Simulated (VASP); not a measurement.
# GaN (P6_3mc) in VASP: notebook

Runs on GaN. Level: LDA. Tasks: single point.

Program: VASP 6.6.1. These are calculated values, not measurements. Logs are shortened: lines on timing, memory, paths and dates and some standing lists are left out, and cuts for length are marked.

**1. The cell of the first run**

The structure is hexagonal, space group P6_3mc (No. 186). The conventional cell has a = 3.132 Å, b = 3.132 Å, c = 5.106 Å, α = 90.00°, β = 90.00°, γ = 120.00°. Within 2.5 Å of Ga (site symmetry 3m) lie 4 N at 1.92 Å. N (site symmetry 3m) has 4 Ga at 1.92 Å within 2.5 Å.

**2. Single point, LDA**

The input, INCAR:

```
PREC = Accurate
ENCUT = 520
EDIFF = 1E-7
ISMEAR = 0
SIGMA = 0.01
LREAL = F
LASPH = T
NELM = 60
ALGO = Normal
ISIF = 2
LWAVE = F
LCHARG = F
NBANDS = 26
```

The input, KPOINTS:

```
Automatic mesh
0
Gamma
  8 8 4
```

The input, POSCAR:

```
GaN
1.0
    3.1318883696      0.0000000000      0.0000000000
   -1.5659441848      2.7122948899      0.0000000000
    0.0000000000      0.0000000000      5.1061641377
Ga N
2 2
Direct
    0.3333333333      0.6666666667     -0.0006650310
    0.6666666667      0.3333333333      0.4993349690
    0.3333333333      0.6666666667      0.3756650310
    0.6666666667      0.3333333333      0.8756650310
```

Potentials or basis: VASP PAW LDA potentials, release 64 (Ga_d, N).

The run is started by

```sh
> cat potpaw_LDA.64/Ga_d/POTCAR potpaw_LDA.64/N/POTCAR > POTCAR
> mpirun -np 1 vasp_std > vasp.out
```

OUTCAR:

```text
PREC = Accurate
   ENCUT = 520
   EDIFF = 1E-7
   ISMEAR = 0
   LREAL = F
   LASPH = T
   NELM = 60
   ISIF = 2

 ion  position               nearest neighbor table
   1  0.333  0.667  0.999-   4 1.92   4 1.92   4 1.92   3 1.92
   2  0.667  0.333  0.499-   3 1.92   3 1.92   3 1.92   4 1.92
   3  0.333  0.667  0.376-   2 1.92   2 1.92   2 1.92   1 1.92
   4  0.667  0.333  0.876-   1 1.92   1 1.92   1 1.92   2 1.92

  LATTYP: Found a hexagonal cell.
 ALAT       =     3.1318883696
 C/A-ratio  =     1.6303787157

  Lattice vectors:

 A1 = (   3.1318883696,   0.0000000000,   0.0000000000)
 A2 = (  -1.5659441848,   2.7122948899,   0.0000000000)
 A3 = (   0.0000000000,   0.0000000000,   5.1061641377)

Analysis of symmetry for initial positions (statically):
=====================================================================
 Subroutine PRICEL returns:
 Original cell was already a primitive cell.

 Routine SETGRP: Setting up the symmetry group for a
 hexagonal supercell.

 Subroutine GETGRP returns: Found 12 space group operations
 (whereof  6 operations were pure point group operations)
 out of a pool of 24 trial point group operations.

The static configuration has the point symmetry C_3v.
 The point group associated with its full space group is C_6v.

Analysis of symmetry for dynamics (positions and initial velocities):
=====================================================================
 Subroutine PRICEL returns:
 Original cell was already a primitive cell.

 Routine SETGRP: Setting up the symmetry group for a
 hexagonal supercell.

 Subroutine GETGRP returns: Found 12 space group operations
 (whereof  6 operations were pure point group operations)
 out of a pool of 24 trial point group operations.

The dynamic configuration has the point symmetry C_3v.
 The point group associated with its full space group is C_6v.

 Subroutine INISYM returns: Found 12 space group operations
 (whereof  6 operations are pure point group operations),
 and found     1 'primitive' translations

----------------------------------------------------------------------------------------

                                     Primitive cell

  volume of cell :      43.3748

  direct lattice vectors                    reciprocal lattice vectors
     3.131888370  0.000000000  0.000000000     0.319296182  0.184345737  0.000000000
    -1.565944185  2.712294890  0.000000000     0.000000000  0.368691474  0.000000000
     0.000000000  0.000000000  5.106164138     0.000000000  0.000000000  0.195841726

  length of vectors
     3.131888370  3.131888370  5.106164138     0.368691474  0.368691474  0.195841726

  position of ions in fractional coordinates (direct lattice)
     0.333333333  0.666666667  0.999334969
     0.666666667  0.333333333  0.499334969
     0.333333333  0.666666667  0.375665031
     0.666666667  0.333333333  0.875665031

  ion indices of the primitive-cell ions
   primitive index   ion index
                 1           1
                 2           2
                 3           3
                 4           4

----------------------------------------------------------------------------------------

 KPOINTS: Automatic mesh

Automatic generation of k-mesh.
 Grid dimensions read from file:
 generate k-points for:    8    8    4

 Generating k-lattice:

  Cartesian coordinates                     Fractional coordinates (reciprocal lattice)
     0.039912023  0.023043217  0.000000000     0.125000000  0.000000000  0.000000000
     0.000000000  0.046086434  0.000000000     0.000000000  0.125000000  0.000000000
     0.000000000  0.000000000  0.048960432     0.000000000  0.000000000  0.250000000

  Length of vectors
     0.046086434  0.046086434  0.048960432

  Shift w.r.t. Gamma in fractional coordinates (k-lattice)
     0.000000000  0.000000000  0.000000000

 Subroutine IBZKPT returns following result:
 ===========================================

 Found     30 irreducible k-points:

 Following reciprocal coordinates:
            Coordinates               Weight
  0.000000  0.000000  0.000000      1.000000
  0.125000  0.000000  0.000000      6.000000
  0.250000  0.000000  0.000000      6.000000
  0.375000  0.000000  0.000000      6.000000
  0.500000  0.000000  0.000000      3.000000
  0.125000  0.125000  0.000000      6.000000
[... 16 lines left out ...]
  0.250000  0.000000  0.500000      6.000000
  0.375000  0.000000  0.500000      6.000000
 [... further k-points ...]
   k-points           NKPTS =     30   k-points in BZ     NKDIM =     30   number of bands    NBANDS=     26
   number of dos      NEDOS =    301   number of ions     NIONS =      4
   total plane-waves  NPLWV =  23040
   dimension x,y,z NGX =    24 NGY =   24 NGZ =   40
   dimension x,y,z NGXF=    48 NGYF=   48 NGZF=   80
   ions per type =               2   2
   NGX,Y,Z   is equivalent  to a cutoff of  12.74, 12.74, 13.02 a.u.
   NGXF,Y,Z  is equivalent  to a cutoff of  25.48, 25.48, 26.05 a.u.
 SYSTEM =  unknown system
   PREC   = accura    normal or accurate (medium, high low for compatibility)
   ISTART =      0    job   : 0-new  1-cont  2-samecut
   ICHARG =      2    charge: 1-file 2-atom 10-const
   ISPIN  =      1    spin polarized calculation?
   LNONCOLLINEAR =      F non collinear calculations
   LSORBIT =      F    spin-orbit coupling
   LASPH  =      T    aspherical Exc in radial PAW
   ENCUT  =  520.0 eV  38.22 Ry    6.18 a.u.   5.82  5.82  9.49*2*pi/ulx,y,z
   NELM   =     60;   NELMIN=  2; NELMDL= -5     # of ELM steps
   EDIFF  = 0.1E-06   stopping-criterion for ELM
   LREAL  =      F    real-space projection
   EDIFFG = 0.1E-05   stopping-criterion for IOM
   NSW    =      0    number of steps for IOM
   IBRION =     -1    ionic relax: 0-MD 1-quasi-New 2-CG
   NFREE  =      0    steps in history (QN), initial steepest desc. (CG)
   ISIF   =      2    stress and relaxation
   ISYM   =      2    0-nonsym 1-usesym 2-fastsym
   POTIM  = 0.5000    time-step for ionic-motion
   TEBEG  =    0.0;   TEEND  =   0.0 temperature during run
   PSTRESS=    0.0 pullay stress
   NELECT =      36.0000    total number of electrons
   NUPDOWN=      -1.0000    fix difference up-down
   EMIN   =  10.00;   EMAX   =-10.00  energy-range for DOS
   EFERMI =   0.00;   METHOD = LEGACY
   ISMEAR =     0;   SIGMA  =   0.01  broadening in eV -4-tet -1-fermi 0-gaus
   EFERMI_NEDOS =   21; number of points for ismear=-14 and -15
   IALGO  =     38    algorithm
   IMIX   =      4    mixing-type and parameters
     AMIX     =   0.40;   BMIX     =  1.00
     AMIX_MAG =   1.60;   BMIX_MAG =  1.00
  volume/ion in A,a.u.               =      10.84        73.18
  Fermi-wavevector in a.u.,A,eV,Ry     =   1.538496  2.907336 32.204578  2.366970
  Thomas-Fermi vector in A             =   2.644856
   LORBIT       =      0    0 simple, 1 ext, 2 COOP (PROOUT), +10 PAW based schemes
   GGA     = CA    functional components
   LHFCALC =     F    Hartree Fock is set to
   AEXX    =    0.0000 exact exchange contribution
   IVDW    =     0    specifies the selected vdW correction
   LEPSILON=     F    determine dielectric tensor
   LRPA    =     F    only Hartree local field effects (RPA)
 non-spin polarized calculation
 Gauss-broadening in eV      SIGMA  =   0.01
  energy-cutoff  :      520.00
  volume of cell :       43.37
 maximum number of plane-waves:      1184
 NGX is ok and might be reduce to    24
   NGX = 11   NGY = 11   NGZ = 19

 number of electron      36.0000036 magnetization

 Free energy of the ion-electron system (eV)
  ---------------------------------------------------
  ext. energy  EPLUGINS =         0.00000000
  ---------------------------------------------------
  free energy    TOTEN  =       -27.89268390 eV

  energy without entropy =      -27.89268390  energy(sigma->0) =      -27.89268390

 E-fermi :   5.7130     XC(G=0): -12.4015

 val. band max:        5.6609837527   @ k =   0.0000   0.0000   0.0000
 cond. band min:       7.9336415469   @ k =   0.0000   0.0000   0.0000
 fundamental gap:      2.2726577942
 Fermi energy:         5.7129993952

 k-point     1 :       0.0000    0.0000    0.0000
  band No.  band energies     occupation
      1     -10.6554      2.00000
      2      -9.6075      2.00000
      3      -7.9509      2.00000
      4      -7.9326      2.00000
      5      -7.9326      2.00000
      6      -7.8614      2.00000
[... 18 lines left out ...]
     25      17.5823      0.00000
     26      17.5823      0.00000

 k-point     2 :       0.1250    0.0000    0.0000
  band No.  band energies     occupation
      1     -10.4869      2.00000
      2      -9.5644      2.00000
      3      -7.9322      2.00000
      4      -7.9077      2.00000
      5      -7.8865      2.00000
      6      -7.8403      2.00000
[... 18 lines left out ...]
     25      17.1104      0.00000
     26      17.9206      0.00000

 k-point     3 :       0.2500    0.0000    0.0000
  band No.  band energies     occupation
      1     -10.0857      2.00000
      2      -9.4828      2.00000
      3      -7.8876      2.00000
      4      -7.8639      2.00000
      5      -7.7968      2.00000
      6      -7.7422      2.00000
[... 18 lines left out ...]
     25      17.2244      0.00000
     26      18.6164      0.00000

 k-point     4 :       0.3750    0.0000    0.0000
  band No.  band energies     occupation
      1      -9.7352      2.00000
      2      -9.4313      2.00000
      3      -7.8756      2.00000
      4      -7.8475      2.00000
      5      -7.7518      2.00000
      6      -7.6850      2.00000
[... 18 lines left out ...]
     25      17.6798      0.00000
     26      19.2044      0.00000
[... 496 lines left out ...]
      1      -9.9074      2.00000
      2      -9.9074      2.00000
      3      -7.8921      2.00000
      4      -7.8921      2.00000
      5      -7.8773      2.00000
      6      -7.8773      2.00000
[... 18 lines left out ...]
     25      16.6267      0.00000
     26      16.6267      0.00000

 k-point    23 :       0.2500    0.0000    0.5000
  band No.  band energies     occupation
      1      -9.6771      2.00000
      2      -9.6771      2.00000
      3      -7.8631      2.00000
      4      -7.8631      2.00000
      5      -7.8060      2.00000
      6      -7.8060      2.00000
[... 18 lines left out ...]
     25      17.4657      0.00000
     26      17.4657      0.00000

 k-point    24 :       0.3750    0.0000    0.5000
  band No.  band energies     occupation
      1      -9.5096      2.00000
      2      -9.5096      2.00000
      3      -7.8748      2.00000
      4      -7.8748      2.00000
      5      -7.7494      2.00000
      6      -7.7494      2.00000
[... 18 lines left out ...]
     25      17.9853      0.00000
     26      17.9853      0.00000

 [... further k-points ...]

------------------------ aborting loop because EDIFF is reached ----------------------------------------

  FORCE on cell =-STRESS in cart. coord.  units (eV):
  Direction    XX          YY          ZZ          XY          YZ          ZX
  --------------------------------------------------------------------------------------
  -------------------------------------------------------------------------------------
  Total        1.4086894      1.4086894      1.4065598      0.0000000      0.0000000     -0.0000000
  in kB       52.0340783     52.0340783     51.9554149      0.0000000      0.0000000     -0.0000000
  external PRESSURE =      52.0078572 kB  Pullay stress =       0.0000000 kB

 VOLUME and BASIS-vectors are now :
 -----------------------------------------------------------------------------
  energy-cutoff  :      520.00
  volume of cell :       43.37
      direct lattice vectors                 reciprocal lattice vectors
     3.131888370  0.000000000  0.000000000     0.319296182  0.184345737  0.000000000
    -1.565944185  2.712294890  0.000000000     0.000000000  0.368691474  0.000000000
     0.000000000  0.000000000  5.106164138     0.000000000  0.000000000  0.195841726

 POSITION                                       TOTAL-FORCE (eV/Angst)
 -----------------------------------------------------------------------------------
     -0.00000      1.80820      5.10277         0.000000     -0.000000      0.001424
      1.56594      0.90410      2.54969        -0.000000      0.000000      0.001424
     -0.00000      1.80820      1.91821         0.000000      0.000000     -0.001424
      1.56594      0.90410      4.47129        -0.000000     -0.000000     -0.001424
 -----------------------------------------------------------------------------------
    total drift:                               -0.000000     -0.000000      0.000850

  FREE ENERGIE OF THE ION-ELECTRON SYSTEM (eV)
  ---------------------------------------------------
  free  energy   TOTEN  =       -27.8926838951 eV

  energy  without entropy=      -27.8926838951  energy(sigma->0) =      -27.89268390
```

Run time: 29 s. Hardware: 1 thread of Intel Xeon Platinum 8259CL at 2.50GHz (Skylake/Cascade Lake), shared host; peak memory 0.15 GiB.

Results:

```yaml
Free_energy: -27.8927 eV
Pressure: 5.2 GPa
Band_gap_on_the_k_mesh: 2.27 eV, direct
```

**3. Single point, LDA**

The input, INCAR:

```
SYSTEM = GaN
PREC = Accurate
ENCUT = 520
EDIFF = 1E-7
ISMEAR = 0
SIGMA = 0.01
LREAL = .False.
LASPH = .True.
NELM = 100
ALGO = Normal
ISIF = 2
LWAVE = .False.
LCHARG = .True.
GGA = CA
LELF = .True.
LVHAR = .True.
NBANDS = 26
```

The input, KPOINTS:

```
regular mesh
0
Gamma
  8 8 4
  0 0 0
```

POSCAR is that of step 2.

Potentials or basis: VASP PAW LDA potentials, release 64 (Ga_d, N).

The run is started by

```sh
> cat potpaw_LDA.64/Ga_d/POTCAR potpaw_LDA.64/N/POTCAR > POTCAR
> mpirun -np 1 vasp_std > vasp.out
```

OUTCAR:

```text
SYSTEM = GaN
   PREC = Accurate
   ENCUT = 520
   EDIFF = 1E-7
   ISMEAR = 0
   LREAL = .False.
   LASPH = .True.
   NELM = 100
   ISIF = 2
   GGA = CA

 ion  position               nearest neighbor table
   1  0.333  0.667  0.999-   4 1.92   4 1.92   4 1.92   3 1.92
   2  0.667  0.333  0.499-   3 1.92   3 1.92   3 1.92   4 1.92
   3  0.333  0.667  0.376-   2 1.92   2 1.92   2 1.92   1 1.92
   4  0.667  0.333  0.876-   1 1.92   1 1.92   1 1.92   2 1.92

  LATTYP: Found a hexagonal cell.
 ALAT       =     3.1318883696
 C/A-ratio  =     1.6303787157
[... 896 lines left out ...]
  Direction    XX          YY          ZZ          XY          YZ          ZX
  --------------------------------------------------------------------------------------
  -------------------------------------------------------------------------------------
  Total        1.4086894      1.4086894      1.4065598      0.0000000      0.0000000     -0.0000000
  in kB       52.0340783     52.0340783     51.9554149      0.0000000      0.0000000     -0.0000000
  external PRESSURE =      52.0078572 kB  Pullay stress =       0.0000000 kB

 VOLUME and BASIS-vectors are now :
 -----------------------------------------------------------------------------
  energy-cutoff  :      520.00
  volume of cell :       43.37
      direct lattice vectors                 reciprocal lattice vectors
     3.131888370  0.000000000  0.000000000     0.319296182  0.184345737  0.000000000
    -1.565944185  2.712294890  0.000000000     0.000000000  0.368691474  0.000000000
     0.000000000  0.000000000  5.106164138     0.000000000  0.000000000  0.195841726

 POSITION                                       TOTAL-FORCE (eV/Angst)
 -----------------------------------------------------------------------------------
     -0.00000      1.80820      5.10277         0.000000     -0.000000      0.001424
      1.56594      0.90410      2.54969        -0.000000      0.000000      0.001424
     -0.00000      1.80820      1.91821         0.000000      0.000000     -0.001424
      1.56594      0.90410      4.47129        -0.000000     -0.000000     -0.001424
 -----------------------------------------------------------------------------------
    total drift:                               -0.000000     -0.000000      0.000850

  FREE ENERGIE OF THE ION-ELECTRON SYSTEM (eV)
  ---------------------------------------------------
  free  energy   TOTEN  =       -27.8926838951 eV

  energy  without entropy=      -27.8926838951  energy(sigma->0) =      -27.89268390
```

stdout:

```text
POSCAR found type information on POSCAR GaN
 POSCAR found :  2 types and       4 ions
 scaLAPACK will be used
 LDA part: xc-table for (Slater(with rela. corr.)+CA(PZ))
 , standard interpolation
 POSCAR, INCAR and KPOINTS ok, starting setup
 FFT: planning ... GRIDC
 FFT: planning ... GRID_SOFT
 FFT: planning ... GRID
 WAVECAR not read
 entering main loop
```

It took 29 s on 1 thread of Intel Xeon Platinum 8259CL at 2.50GHz (Skylake/Cascade Lake), shared host; peak memory 0.15 GiB.

What came out:

| Property | Result |
| --- | --- |
| Free energy | -27.8927 eV |
| Pressure | 5.2 GPa |
| Band gap on the k mesh | 2.27 eV, direct |

Levels at points of the mesh, in eV from the valence-band top:
| k point | band 15 | band 16 | band 17 | band 18 | band 19 | band 20 | band 21 | band 22 |
| --- | --- | --- | --- | --- | --- | --- | --- | --- |
| (0.00, 0.00, 0.00) | -1.11 | -0.06 | 0.00 | 0.00 | 2.27 | 4.51 | 9.32 | 10.01 |
| (0.50, 0.00, 0.00) | -4.50 | -2.95 | -2.40 | -1.08 | 5.05 | 5.75 | 6.07 | 8.88 |
| (0.00, 0.00, 0.50) | -0.57 | -0.57 | -0.57 | -0.57 | 4.53 | 4.53 | 8.57 | 8.57 |
| (0.50, 0.00, 0.50) | -2.09 | -2.09 | -2.03 | -2.03 | 4.44 | 4.44 | 7.93 | 7.93 |
